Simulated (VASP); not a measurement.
# SrAs2Ru2 (I4/mmm) in VASP: single point with LDA

Aim: the single point of SrAs2Ru2 with LDA.

Everything below comes from runs of VASP 6.6.1. Logs are shortened: lines on timing, memory, paths and dates and some standing lists are left out, and cuts for length are marked.

### 1 The cell of the first run

It takes space group I4/mmm (No. 139, tetragonal). The conventional cell has a = 4.142 Å, b = 4.142 Å, c = 10.757 Å, α = 90.00°, β = 90.00°, γ = 90.00°. Sr (site symmetry 4/mmm) has 10 As at 3.28 to 3.89 Å and 8 Ru at 3.39 Å and 4 Sr at 4.14 Å within 4.3 Å. As (site symmetry 4mm) has 4 Ru at 2.40 Å and 1 As at 2.97 Å and 4 Sr at 3.28 Å within 3.3 Å. Within 3.2 Å of Ru (site symmetry -4m2) lie 4 As at 2.40 Å and 4 Ru at 2.93 Å.

### 2 Single point, LDA

Input file INCAR:

```
SYSTEM = SrAs2Ru2
PREC     = Accurate       ! precision mode
ENCUT    = 520            ! plane-wave cutoff, eV
EDIFF    = 1E-6           ! SCF threshold, eV
ISMEAR   = 0              ! smearing method
SIGMA    = 0.1            ! smearing width, eV
LREAL    = .FALSE.        ! projectors in reciprocal space
LASPH    = .TRUE.         ! aspherical terms in the spheres
NELM     = 100            ! most SCF steps
ALGO     = Normal         ! electronic algorithm
ISIF     = 2              ! what is computed and relaxed
LWAVE    = .FALSE.        ! write WAVECAR
LCHARG   = .FALSE.        ! write CHGCAR
NBANDS   = 32             ! bands
```

Input file KPOINTS:

```
regular mesh
0
G
  12 12 12
  0 0 0
```

Input file POSCAR:

```
SrAs2Ru2
1.0
   -2.0711264202      2.0711264202      5.3782547958
    2.0711264202     -2.0711264202      5.3782547958
    2.0711264202      2.0711264202     -5.3782547958
Sr As Ru
1 2 2
Direct
    0.0000000000      0.0000000000      0.0000000000
    0.6381214076      0.6381214076      0.0000000000
    0.3618785924      0.3618785924      0.0000000000
    0.2500000000      0.7500000000      0.5000000000
    0.7500000000      0.2500000000      0.5000000000
```

Potentials or basis: VASP PAW LDA potentials, release 64 (Sr_sv, As, Ru_pv).

The run is started by

```sh
$ cat potpaw_LDA.64/Sr_sv/POTCAR potpaw_LDA.64/As/POTCAR potpaw_LDA.64/Ru_pv/POTCAR > POTCAR
$ mpirun -np 1 vasp_std > vasp.out
```

OUTCAR:

```text
SYSTEM = SrAs2Ru2
   PREC = Accurate
   ENCUT = 520
   EDIFF = 1E-6
   ISMEAR = 0
   LREAL = .FALSE.
   LASPH = .TRUE.
   NELM = 100
   ISIF = 2

 ion  position               nearest neighbor table
   1  0.000  0.000  0.000-   2 3.28   2 3.28   2 3.28   3 3.28   2 3.28   3 3.28   3 3.28   3 3.28
                             5 3.39   4 3.39   4 3.39   5 3.39   4 3.39   4 3.39   5 3.39   5 3.39
   2  0.638  0.638  0.000-   4 2.40   5 2.40   4 2.40   5 2.40   1 3.28   1 3.28   1 3.28   1 3.28
                             1 3.89
   3  0.362  0.362  0.000-   4 2.40   5 2.40   4 2.40   5 2.40   1 3.28   1 3.28   1 3.28   1 3.28
                             1 3.89
   4  0.250  0.750  0.500-   3 2.40   2 2.40   3 2.40   2 2.40   5 2.93   5 2.93   5 2.93   5 2.93
                             1 3.39   1 3.39   1 3.39   1 3.39
   5  0.750  0.250  0.500-   3 2.40   2 2.40   3 2.40   2 2.40   4 2.93   4 2.93   4 2.93   4 2.93
                             1 3.39   1 3.39   1 3.39   1 3.39

  LATTYP: Found a body centered tetragonal cell.
 ALAT       =     4.1422528404
 C/A-ratio  =     2.5967776488

  Lattice vectors:

 A1 = (  -2.0711264202,   2.0711264202,   5.3782547958)
 A2 = (   2.0711264202,  -2.0711264202,   5.3782547958)
 A3 = (   2.0711264202,   2.0711264202,  -5.3782547958)

Analysis of symmetry for initial positions (statically):
=====================================================================
 Subroutine PRICEL returns:
 Original cell was already a primitive cell.

 Routine SETGRP: Setting up the symmetry group for a
 body centered tetragonal supercell.

 Subroutine GETGRP returns: Found 16 space group operations
 (whereof 16 operations were pure point group operations)
 out of a pool of 16 trial point group operations.

The static configuration has the point symmetry D_4h.

Analysis of symmetry for dynamics (positions and initial velocities):
=====================================================================
 Subroutine PRICEL returns:
 Original cell was already a primitive cell.

 Routine SETGRP: Setting up the symmetry group for a
 body centered tetragonal supercell.

 Subroutine GETGRP returns: Found 16 space group operations
 (whereof 16 operations were pure point group operations)
 out of a pool of 16 trial point group operations.

The dynamic configuration has the point symmetry D_4h.

 Subroutine INISYM returns: Found 16 space group operations
 (whereof 16 operations are pure point group operations),
 and found     1 'primitive' translations

----------------------------------------------------------------------------------------

                                     Primitive cell

  volume of cell :      92.2815

  direct lattice vectors                    reciprocal lattice vectors
    -2.071126420  2.071126420  5.378254796     0.000000000  0.241414525  0.092966960
     2.071126420 -2.071126420  5.378254796     0.241414525  0.000000000  0.092966960
     2.071126420  2.071126420 -5.378254796     0.241414525  0.241414525  0.000000000

  length of vectors
     6.124112503  6.124112503  6.124112503     0.258696402  0.258696402  0.341411695

  position of ions in fractional coordinates (direct lattice)
     0.000000000  0.000000000  0.000000000
     0.638121408  0.638121408  0.000000000
     0.361878592  0.361878592  0.000000000
     0.250000000  0.750000000  0.500000000
     0.750000000  0.250000000  0.500000000

  ion indices of the primitive-cell ions
   primitive index   ion index
                 1           1
                 2           2
                 3           3
                 4           4
                 5           5

----------------------------------------------------------------------------------------

 KPOINTS: regular mesh

Automatic generation of k-mesh.
 Grid dimensions read from file:
 generate k-points for:   12   12   12

 Generating k-lattice:

  Cartesian coordinates                     Fractional coordinates (reciprocal lattice)
     0.000000000  0.020117877  0.007747247     0.083333333  0.000000000 -0.000000000
     0.020117877  0.000000000  0.007747247     0.000000000  0.083333333 -0.000000000
     0.020117877  0.020117877  0.000000000     0.000000000  0.000000000  0.083333333

  Length of vectors
     0.021558033  0.021558033  0.028450975

  Shift w.r.t. Gamma in fractional coordinates (k-lattice)
     0.000000000  0.000000000  0.000000000

 Subroutine IBZKPT returns following result:
 ===========================================

 Found    163 irreducible k-points:

 Following reciprocal coordinates:
            Coordinates               Weight
  0.000000  0.000000  0.000000      1.000000
  0.083333  0.000000 -0.000000      8.000000
  0.166667 -0.000000  0.000000      8.000000
  0.250000  0.000000 -0.000000      8.000000
  0.333333  0.000000  0.000000      8.000000
  0.416667  0.000000 -0.000000      8.000000
[... 16 lines left out ...]
  0.500000  0.166667 -0.000000     16.000000
 -0.416667  0.166667  0.000000     16.000000
 [... further k-points ...]
   k-points           NKPTS =    163   k-points in BZ     NKDIM =    163   number of bands    NBANDS=     32
   number of dos      NEDOS =    301   number of ions     NIONS =      5
   total plane-waves  NPLWV = 110592
   dimension x,y,z NGX =    48 NGY =   48 NGZ =   48
   dimension x,y,z NGXF=    96 NGYF=   96 NGZF=   96
   ions per type =               1   2   2
   NGX,Y,Z   is equivalent  to a cutoff of  13.03, 13.03, 13.03 a.u.
   NGXF,Y,Z  is equivalent  to a cutoff of  26.06, 26.06, 26.06 a.u.
 SYSTEM =  SrAs2Ru2
   PREC   = accura    normal or accurate (medium, high low for compatibility)
   ISTART =      0    job   : 0-new  1-cont  2-samecut
   ICHARG =      2    charge: 1-file 2-atom 10-const
   ISPIN  =      1    spin polarized calculation?
   LNONCOLLINEAR =      F non collinear calculations
   LSORBIT =      F    spin-orbit coupling
   LASPH  =      T    aspherical Exc in radial PAW
   ENCUT  =  520.0 eV  38.22 Ry    6.18 a.u.  11.39 11.39 11.39*2*pi/ulx,y,z
   NELM   =    100;   NELMIN=  2; NELMDL= -5     # of ELM steps
   EDIFF  = 0.1E-05   stopping-criterion for ELM
   LREAL  =      F    real-space projection
   EDIFFG = 0.1E-04   stopping-criterion for IOM
   NSW    =      0    number of steps for IOM
   IBRION =     -1    ionic relax: 0-MD 1-quasi-New 2-CG
   NFREE  =      0    steps in history (QN), initial steepest desc. (CG)
   ISIF   =      2    stress and relaxation
   ISYM   =      2    0-nonsym 1-usesym 2-fastsym
   POTIM  = 0.5000    time-step for ionic-motion
   TEBEG  =    0.0;   TEEND  =   0.0 temperature during run
   PSTRESS=    0.0 pullay stress
   NELECT =      48.0000    total number of electrons
   NUPDOWN=      -1.0000    fix difference up-down
   EMIN   =  10.00;   EMAX   =-10.00  energy-range for DOS
   EFERMI =   0.00;   METHOD = LEGACY
   ISMEAR =     0;   SIGMA  =   0.10  broadening in eV -4-tet -1-fermi 0-gaus
   EFERMI_NEDOS =   21; number of points for ismear=-14 and -15
   IALGO  =     38    algorithm
   IMIX   =      4    mixing-type and parameters
     AMIX     =   0.40;   BMIX     =  1.00
     AMIX_MAG =   1.60;   BMIX_MAG =  1.00
  volume/ion in A,a.u.               =      18.46       124.55
  Fermi-wavevector in a.u.,A,eV,Ry     =   1.316589  2.487993 23.584446  1.733408
  Thomas-Fermi vector in A             =   2.446691
   LORBIT       =      0    0 simple, 1 ext, 2 COOP (PROOUT), +10 PAW based schemes
   GGA     = CA    functional components
   LHFCALC =     F    Hartree Fock is set to
   AEXX    =    0.0000 exact exchange contribution
   IVDW    =     0    specifies the selected vdW correction
   LEPSILON=     F    determine dielectric tensor
   LRPA    =     F    only Hartree local field effects (RPA)
 non-spin polarized calculation
 Gauss-broadening in eV      SIGMA  =   0.10
  energy-cutoff  :      520.00
  volume of cell :       92.28
 maximum number of plane-waves:      2508
 NGX is ok and might be reduce to    48
   NGX = 23   NGY = 23   NGZ = 23

 number of electron      48.0000001 magnetization

 Free energy of the ion-electron system (eV)
  ---------------------------------------------------
  ext. energy  EPLUGINS =         0.00000000
  ---------------------------------------------------
  free energy    TOTEN  =       -37.53551688 eV

  energy without entropy =      -37.52750287  energy(sigma->0) =      -37.53150987

 E-fermi :   7.6583     XC(G=0): -11.5655

 val. band max:        7.6454109273   @ k =  -0.4167   0.2500   0.0833
 cond. band min:       7.6774280504   @ k =   0.4167   0.3333  -0.0000
 fundamental gap:      0.0320171231
 Fermi energy:         7.6583466859

 k-point     1 :       0.0000    0.0000    0.0000
  band No.  band energies     occupation
      1     -34.8468      2.00000
      2     -34.8468      2.00000
      3     -34.6140      2.00000
      4     -34.6140      2.00000
      5     -34.5502      2.00000
      6     -34.4873      2.00000
[... 24 lines left out ...]
     31      12.5919      0.00000
     32      12.7819      0.00000

 k-point     2 :       0.0833    0.0000   -0.0000
  band No.  band energies     occupation
      1     -34.8435      2.00000
      2     -34.8429      2.00000
      3     -34.6187      2.00000
      4     -34.6180      2.00000
      5     -34.5491      2.00000
      6     -34.4883      2.00000
[... 24 lines left out ...]
     31      12.6008      0.00000
     32      12.8041      0.00000
[... 733 lines left out ...]
     31      12.4443      0.00000
     32      12.7637      0.00000

 k-point    24 :      -0.4167    0.1667    0.0000
  band No.  band energies     occupation
      1     -34.8345      2.00000
      2     -34.7828      2.00000
      3     -34.6897      2.00000
      4     -34.6371      2.00000
      5     -34.5253      2.00000
      6     -34.5113      2.00000
[... 24 lines left out ...]
     31      12.5286      0.00000
     32      12.8765      0.00000

 [... further k-points ...]

------------------------ aborting loop because EDIFF is reached ----------------------------------------

  FORCE on cell =-STRESS in cart. coord.  units (eV):
  Direction    XX          YY          ZZ          XY          YZ          ZX
  --------------------------------------------------------------------------------------
  -------------------------------------------------------------------------------------
  Total        0.4159746      0.4159746      0.2719247      0.0000000      0.0000000      0.0000000
  in kB        7.2220878      7.2220878      4.7211153      0.0000000      0.0000000      0.0000000
  external PRESSURE =       6.3884303 kB  Pullay stress =       0.0000000 kB

 VOLUME and BASIS-vectors are now :
 -----------------------------------------------------------------------------
  energy-cutoff  :      520.00
  volume of cell :       92.28
      direct lattice vectors                 reciprocal lattice vectors
    -2.071126420  2.071126420  5.378254796     0.000000000  0.241414525  0.092966960
     2.071126420 -2.071126420  5.378254796     0.241414525  0.000000000  0.092966960
     2.071126420  2.071126420 -5.378254796     0.241414525  0.241414525  0.000000000

 POSITION                                       TOTAL-FORCE (eV/Angst)
 -----------------------------------------------------------------------------------
      0.00000      0.00000      0.00000         0.000000      0.000000     -0.000000
      0.00000      0.00000      6.86396        -0.000000     -0.000000     -0.063009
      0.00000      0.00000      3.89255         0.000000      0.000000      0.063009
      2.07113      0.00000      2.68913         0.000000      0.000000      0.000000
      0.00000      2.07113      2.68913         0.000000      0.000000      0.000000
 -----------------------------------------------------------------------------------
    total drift:                                0.000000     -0.000000      0.000000

  FREE ENERGIE OF THE ION-ELECTRON SYSTEM (eV)
  ---------------------------------------------------
  free  energy   TOTEN  =       -37.5355168830 eV

  energy  without entropy=      -37.5275028657  energy(sigma->0) =      -37.53150987
```

Run time: 15 min. Hardware: 1 thread of AMD EPYC 7R13 (Zen 3), shared host; peak memory 0.57 GiB.

Results:

| Property | Result |
| --- | --- |
| Free energy | -37.5355 eV |
| Pressure | 0.6 GPa |
| Largest force | 0.063 eV/Å |
| Band gap on the k mesh | zero (bands 24 and 25 overlap by 1.81 eV) |

Forces on the atoms (eV/Å):
```
Sr   0.000  0.000  0.000
As   0.000  0.000 -0.063
As   0.000  0.000  0.063
Ru   0.000  0.000  0.000
Ru   0.000  0.000  0.000
```

The gap in the log of VASP goes by the Fermi energy; the results here count the filled bands.